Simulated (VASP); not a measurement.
# WS2 in VASP: single point with PBEsol

Aim: the single point of WS2 with PBEsol.

Program: VASP 6.6.1. These are calculated values, not measurements. Logs are shortened: lines on timing, memory, paths and dates and some standing lists are left out, and cuts for length are marked.

### Step 1. The cell of the first run

The cell holds a slab with vacuum, 12 atoms: a = 17.243 Å, b = 3.146 Å, c = 13.867 Å, α = 90.00°, β = 97.13°, γ = 84.77°.

### Step 2. Single point, PBEsol (the distance across one plane changed)

The input, INCAR:

```
SYSTEM = WS2
  PREC = Accurate
  ENCUT = 520
  EDIFF = 1E-7
  ISMEAR = 0
  SIGMA = 0.05
  LREAL = .FALSE.
  LASPH = .TRUE.
  NELM = 80
  ALGO = Fast
  ISIF = 2
  LWAVE = .FALSE.
  LCHARG = .FALSE.
  GGA = PS
  ISYM = 0
  NBANDS = 64
```

The input, KPOINTS:

```
Automatic mesh
0
G
  2 9 3
  0 0 0
```

The input, POSCAR:

```
WS2
1.0
   -1.5728881103     -2.7243221217     16.9534210371
    1.5728881103     -2.7243221217      0.0000000000
   12.0024961490      6.9296443825      0.4759772594
W S
4 8
Direct
   -0.0212929411      0.5106464706      0.7584147952
   -0.0048273465      0.0024136732      0.1719410649
   -0.0103158780      0.5051579390      0.3674323084
   -0.0158044096      0.0079022048      0.5629235518
    0.9014265629      0.5492867186      0.2190367591
    0.8959380313      0.0520309843      0.4145280026
    0.8904494998      0.5547752501      0.6100192460
    0.9069150944      0.0465424528      0.0235455157
    0.0907482548      0.9546258726      0.0596816230
    0.0852597232      0.4573701384      0.2551728664
    0.0797711917      0.9601144042      0.4506641098
    0.0742826601      0.4628586699      0.6461553533
```

Potentials or basis: VASP PAW PBE potentials, release 64 (W_sv, S).

Started as:

```sh
$ cat potpaw_PBE.64/W_sv/POTCAR potpaw_PBE.64/S/POTCAR > POTCAR
$ mpirun -np 1 vasp_std > vasp.out
```

OUTCAR:

```text
SYSTEM = WS2
   PREC = Accurate
   ENCUT = 520
   EDIFF = 1E-7
   ISMEAR = 0
   LREAL = .FALSE.
   LASPH = .TRUE.
   NELM = 80
   ISIF = 2
   GGA = PS
   ISYM = 0

 ion  position               nearest neighbor table
   1  0.979  0.511  0.758-  12 2.40   7 2.40   4 3.15   4 3.15
   2  0.995  0.002  0.172-   5 2.40   8 2.40   5 2.40   9 2.40  10 2.40  10 2.40   3 3.15   3 3.15

   3  0.990  0.505  0.367-  10 2.40  11 2.40   6 2.40   5 2.40  11 2.40   6 2.40   4 3.15   4 3.15
                             2 3.15   2 3.15
   4  0.984  0.008  0.563-   7 2.40   7 2.40   6 2.40  12 2.40  12 2.40  11 2.40   1 3.15   1 3.15
                             3 3.15   3 3.15
   5  0.901  0.549  0.219-   2 2.40   2 2.40   3 2.40
   6  0.896  0.052  0.415-   4 2.40   3 2.40   3 2.40
   7  0.890  0.555  0.610-   4 2.40   4 2.40   1 2.40
   8  0.907  0.047  0.024-   2 2.40
   9  0.091  0.955  0.060-   2 2.40
  10  0.085  0.457  0.255-   3 2.40   2 2.40   2 2.40
  11  0.080  0.960  0.451-   3 2.40   3 2.40   4 2.40
  12  0.074  0.463  0.646-   1 2.40   4 2.40   4 2.40

IMPORTANT INFORMATION: All symmetrisations will be switched off!
NOSYMM: (Re-)initialisation of all symmetry stuff for point group C_1.

----------------------------------------------------------------------------------------

                                     Primitive cell

  volume of cell :     743.2182

  direct lattice vectors                    reciprocal lattice vectors
    -1.572888110 -2.724322122 16.953421037    -0.001744730 -0.001007321  0.058661403
     1.572888110 -2.724322122  0.000000000     0.159815648 -0.274794181 -0.029330702
    12.002496149  6.929644383  0.475977259     0.062144040  0.035878878  0.011531079

  length of vectors
    17.242806990  3.145776221 13.867459732     0.058695988  0.319238427  0.072678342

  position of ions in fractional coordinates (direct lattice)
     0.978707059  0.510646471  0.758414795
     0.995172653  0.002413673  0.171941065
     0.989684122  0.505157939  0.367432308
     0.984195590  0.007902205  0.562923552
     0.901426563  0.549286719  0.219036759
     0.895938031  0.052030984  0.414528003
     0.890449500  0.554775250  0.610019246
     0.906915094  0.046542453  0.023545516
     0.090748255  0.954625873  0.059681623
     0.085259723  0.457370138  0.255172866
     0.079771192  0.960114404  0.450664110
     0.074282660  0.462858670  0.646155353

  ion indices of the primitive-cell ions
   primitive index   ion index
                 1           1
                 2           2
                 3           3
                 4           4
[... 108 lines left out ...]
   ISIF   =      2    stress and relaxation
   ISYM   =      0    0-nonsym 1-usesym 2-fastsym
   POTIM  = 0.5000    time-step for ionic-motion
   TEBEG  =    0.0;   TEEND  =   0.0 temperature during run
   PSTRESS=    0.0 pullay stress
   NELECT =     104.0000    total number of electrons
   NUPDOWN=      -1.0000    fix difference up-down
   EMIN   =  10.00;   EMAX   =-10.00  energy-range for DOS
   EFERMI =   0.00;   METHOD = LEGACY
   ISMEAR =     0;   SIGMA  =   0.05  broadening in eV -4-tet -1-fermi 0-gaus
   EFERMI_NEDOS =   21; number of points for ismear=-14 and -15
   IALGO  =     68    algorithm
   IMIX   =      4    mixing-type and parameters
     AMIX     =   0.40;   BMIX     =  1.00
     AMIX_MAG =   1.60;   BMIX_MAG =  1.00
  volume/ion in A,a.u.               =      61.93       417.96
  Fermi-wavevector in a.u.,A,eV,Ry     =   0.849925  1.606125  9.828470  0.722372
  Thomas-Fermi vector in A             =   1.965822
   LORBIT       =      0    0 simple, 1 ext, 2 COOP (PROOUT), +10 PAW based schemes
   GGA     = PS    functional components
   LHFCALC =     F    Hartree Fock is set to
   AEXX    =    0.0000 exact exchange contribution
   IVDW    =     0    specifies the selected vdW correction
   LEPSILON=     F    determine dielectric tensor
   LRPA    =     F    only Hartree local field effects (RPA)
 non-spin polarized calculation
 RMM-DIIS sequential band-by-band and
 Gauss-broadening in eV      SIGMA  =   0.05
  energy-cutoff  :      520.00
  volume of cell :      743.22
 maximum number of plane-waves:     20075
   NGX = 63   NGY = 11   NGZ = 51

 number of electron     104.0000001 magnetization

 Free energy of the ion-electron system (eV)
  ---------------------------------------------------
  ext. energy  EPLUGINS =         0.00000000
  ---------------------------------------------------
  free energy    TOTEN  =       -91.71473103 eV

  energy without entropy =      -91.69635111  energy(sigma->0) =      -91.70554107

 E-fermi :  -1.6630     XC(G=0):  -4.0070

 val. band max:       -1.6722798353   @ k =   0.0000   0.1111   0.0000
 cond. band min:      -1.6502359194   @ k =  -0.0000  -0.2222   0.3333
 fundamental gap:      0.0220439159
 Fermi energy:        -1.6630028227

 k-point     1 :       0.0000    0.0000    0.0000
  band No.  band energies     occupation
      1     -76.3064      2.00000
      2     -76.2409      2.00000
      3     -76.2389      2.00000
      4     -76.1420      2.00000
      5     -40.8296      2.00000
      6     -40.5786      2.00000
[... 1597 lines left out ...]
     63       1.2079      0.00000
     64       1.5238      0.00000

 [... further k-points ...]
[... 5 lines left out ...]
  --------------------------------------------------------------------------------------
  -------------------------------------------------------------------------------------
  Total      -11.0143242    -11.1024512     -3.0462002      0.0760022      0.0565389      0.0985417
  in kB      -23.7439034    -23.9338814     -6.5667837      0.1638402      0.1218826      0.2124293
  external PRESSURE =     -18.0815228 kB  Pullay stress =       0.0000000 kB

 VOLUME and BASIS-vectors are now :
 -----------------------------------------------------------------------------
  energy-cutoff  :      520.00
  volume of cell :      743.22
      direct lattice vectors                 reciprocal lattice vectors
    -1.572888110 -2.724322122 16.953421037    -0.001744730 -0.001007321  0.058661403
     1.572888110 -2.724322122  0.000000000     0.159815648 -0.274794181 -0.029330702
    12.002496149  6.929644383  0.475977259     0.062144040  0.035878878  0.011531079

 POSITION                                       TOTAL-FORCE (eV/Angst)
 -----------------------------------------------------------------------------------
      8.36666      1.19807     16.95342        -2.597304     -1.499612      0.016312
      0.50222     -1.52626     16.95342        -0.604023     -0.348825      0.166645
      3.64800     -1.52626     16.95342         0.323082      0.186680      0.009256
      5.22089      1.19807     16.95342        -0.013009     -0.007405     -0.036930
      2.07511     -2.43436     15.38652        -0.123624     -0.071273      0.027968
      3.64800      0.28996     15.38652         0.026283      0.015134     -0.112744
      6.79378      0.28996     15.38652         1.509772      0.871462      0.305944
     -1.07066     -2.43436     15.38652        -0.088056     -0.050765      0.636437
      2.07511     -2.43436      1.56690         0.129557      0.074634     -0.748092
      3.64800      0.28996      1.56690        -0.102691     -0.059419     -0.087657
      6.79378      0.28996      1.56690         0.012891      0.007484      0.114713
      8.36666      3.01428      1.56690         1.527122      0.881904     -0.291853
 -----------------------------------------------------------------------------------
    total drift:                               -0.000169      0.000503     -0.000447

  FREE ENERGIE OF THE ION-ELECTRON SYSTEM (eV)
  ---------------------------------------------------
  free  energy   TOTEN  =       -91.7147310279 eV

  energy  without entropy=      -91.6963511139  energy(sigma->0) =      -91.70554107
```

OSZICAR:

```text
N       E                     dE             d eps       ncg     rms          rms(c)
DAV:   1     0.954632330752E+03    0.95463E+03   -0.51167E+04  4352   0.131E+03
DAV:   2     0.364805067142E+01   -0.95098E+03   -0.92940E+03  4704   0.311E+02
DAV:   3    -0.959415933285E+02   -0.99590E+02   -0.98290E+02  4312   0.972E+01
[... 24 lines left out ...]
RMM:  28    -0.917147274613E+02   -0.86036E-05   -0.39223E-07  3161   0.107E-03    0.611E-04
RMM:  29    -0.917147294895E+02   -0.20282E-05   -0.10936E-07  2345   0.603E-04    0.251E-04
RMM:  30    -0.917147304977E+02   -0.10082E-05   -0.65010E-08  2042   0.472E-04    0.271E-04
RMM:  31    -0.917147309351E+02   -0.43737E-06   -0.47289E-08  1831   0.403E-04    0.620E-05
RMM:  32    -0.917147310279E+02   -0.92836E-07   -0.20913E-08  1571   0.328E-04
   1 F= -.91714731E+02 E0= -.91705541E+02  d E =-.183799E-01
```

stdout:

```text
POSCAR found type information on POSCAR W S
 POSCAR found :  2 types and      12 ions
 scaLAPACK will be used
 -----------------------------------------------------------------------------
|                                                                             |
|                                                                             |
|     You enforced a specific xc type in the INCAR file but a different       |
[... 22 lines left out ...]
 -----------------------------------------------------------------------------

 POSCAR, INCAR and KPOINTS ok, starting setup
 FFT: planning ... GRIDC
 FFT: planning ... GRID_SOFT
 FFT: planning ... GRID
 WAVECAR not read
 entering main loop
WARNING in EDDRMM: call to ZHEGV failed, returncode =   8  4     62
```

Wall time 59 min (1 thread of Oxide Virtual Turin-like, shared host); peak memory 1.3 GiB.

Results:

```yaml
Free_energy: -91.7147 eV
Largest_force: 2.999 eV/Å
Band_gap_on_the_k_mesh: zero (bands 52 and 53 overlap by 0.21 eV)
```

Forces in eV/Å, atoms in the order of the input:
```
W   -2.597 -1.500  0.016
W   -0.604 -0.349  0.167
W    0.323  0.187  0.009
W   -0.013 -0.007 -0.037
S   -0.124 -0.071  0.028
S    0.026  0.015 -0.113
S    1.510  0.871  0.306
S   -0.088 -0.051  0.636
S    0.130  0.075 -0.748
S   -0.103 -0.059 -0.088
S    0.013  0.007  0.115
S    1.527  0.882 -0.292
```

Levels at points of the mesh, in eV from the Fermi level:
| k point | band 47 | band 48 | band 49 | band 50 | band 51 | band 52 | band 53 | band 54 | band 55 | band 56 |
| --- | --- | --- | --- | --- | --- | --- | --- | --- | --- | --- |
| (0.00, 0.00, 0.00) | -1.84 | -1.37 | -0.67 | -0.61 | -0.28 | 0.08 | 0.84 | 0.90 | 1.05 | 1.14 |
| (0.50, 0.00, 0.00) | -1.84 | -1.37 | -0.67 | -0.61 | -0.28 | 0.08 | 0.84 | 0.90 | 1.05 | 1.14 |

Caveat: the cell differs from its parent crystal (the distance across one plane changed); there is no dipole correction, which matters where the two faces differ; the PAW data sets were made with another functional, which shifts forces and pressure a little; spin-orbit coupling is left out, which moves the levels of the heavy elements.

The gap in the log of VASP goes by the Fermi energy; the results here count the filled bands.